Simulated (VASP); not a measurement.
Crystal: Mg2CdS3.

```
CELL_PARAMETERS angstrom
3.65601 -0.05534 0.01022
-0.09586 6.54090 -0.01280
0.02507 -0.01812 9.14818
ATOMIC_POSITIONS crystal
Mg 0.99969 0.32466 0.66074
Mg 0.50547 0.84236 0.66305
Mg 0.48248 0.17556 0.32890
Mg 0.01544 0.65745 0.33940
Cd 0.49515 0.50481 0.99513
Cd 0.02050 0.99983 0.00325
S 0.99147 0.00747 0.50054
S 0.49678 0.49988 0.50539
S 0.00636 0.34421 0.18420
S 0.50856 0.83598 0.17930
S 0.49061 0.15489 0.82234
S 0.98750 0.65289 0.81775
```

```yaml
Program: VASP 6.6.1
Task: relaxation of cell and atoms
Functional: PBE
Potentials_or_basis: VASP PAW PBE potentials, release 64 (Mg, Cd, S)
Cutoff: 600 eV
k_mesh: 4 × 2 × 2
Occupations: gaussian, width 0.1 eV
Spin: no spin polarisation
```

At the start: pressure 3.3 GPa; volume 18.23 Å³/atom.

Problem. Where does the relaxation end?

Solution. Over 14 steps the energy falls by 22.9 meV/atom and the volume is 18.88 Å³/atom (+3.6 %); space group P1 (No. 1, to 0.1 Å) before, P-3m1 (No. 164, to 0.1 Å).

Step by step:
```
step  energy change (eV)  largest force (eV/Å)  pressure (GPa)  volume (Å³)
   1              0.0000                0.6038            3.27       218.71
   2             -0.1859                0.2869           -1.09       230.65
   3             -0.1860                0.2950           -0.97       230.28
   4             -0.2319                0.1851           -0.45       228.31
   5             -0.2466                0.1655            0.10       226.46
   6             -0.2553                0.1196            0.03       226.56
   7             -0.2661                0.0923           -0.10       226.85
   8             -0.2695                0.0657            0.12       226.18
   9             -0.2701                0.0584            0.24       225.81
  10             -0.2720                0.0441           -0.08       226.77
  11             -0.2720                0.0421           -0.12       226.90
  12             -0.2733                0.0352           -0.06       226.71
  13             -0.2740                0.0358            0.02       226.46
  14             -0.2745                0.0227           -0.02       226.57
```

Final structure:
```
CELL_PARAMETERS angstrom
3.77349 0.00122 -0.00008
0.00141 6.51237 -0.00537
0.00084 -0.00761 9.21957
ATOMIC_POSITIONS crystal
Mg 0.00076 0.33252 0.66249
Mg 0.49831 0.83279 0.66103
Mg 0.50055 0.16762 0.33794
Mg 0.00117 0.66679 0.33820
Cd 0.49886 0.49993 0.99961
Cd 0.00074 0.99997 0.00012
S 0.00045 0.00007 0.50008
S 0.50012 0.49957 0.50024
S 0.00007 0.33390 0.17872
S 0.50041 0.83386 0.17900
S 0.49981 0.16626 0.82125
S 0.99876 0.66672 0.82132
```

Caveat: the k points lie up to 0.48 Å⁻¹ apart in the final cell.
